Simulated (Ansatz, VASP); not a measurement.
YNb in VASP and in Ansatz

```xyz
2
Lattice="0.0000 3.1768 3.1768 3.1768 0.0000 3.1768 3.1768 3.1768 0.0000" Properties=species:S:1:pos:R:3 pbc="T T T"
Y     0.0000    0.0000    0.0000
Nb    1.5884    1.5884    1.5884
```

Alike in both runs: functional PBE; k mesh 16 × 16 × 16; occupations gaussian, width 0.1 eV; no spin polarisation.

Ansatz relaxed the structure, and its values are those at the end. VASP's run is a single point on that final structure, the one shown.

|  | VASP | Ansatz |
| --- | --- | --- |
| version | VASP 6.6.1 | Ansatz 0.2.0 |
| potentials or method | VASP PAW PBE potentials, release 64 (Y_sv, Nb_sv), cutoff 520 eV | scalar-relativistic, plane waves, PAW |
| valence electrons in the cell | 24 | 24 |

|  | VASP | Ansatz | Ansatz less VASP |
| --- | --- | --- | --- |
| gap on the k mesh at the Fermi level (eV) | none | none | - |
| pressure (GPa) | -0.1 | 0.0 | +0.05 |

A gap of «none» marks a metal or a gap that the smearing closes.
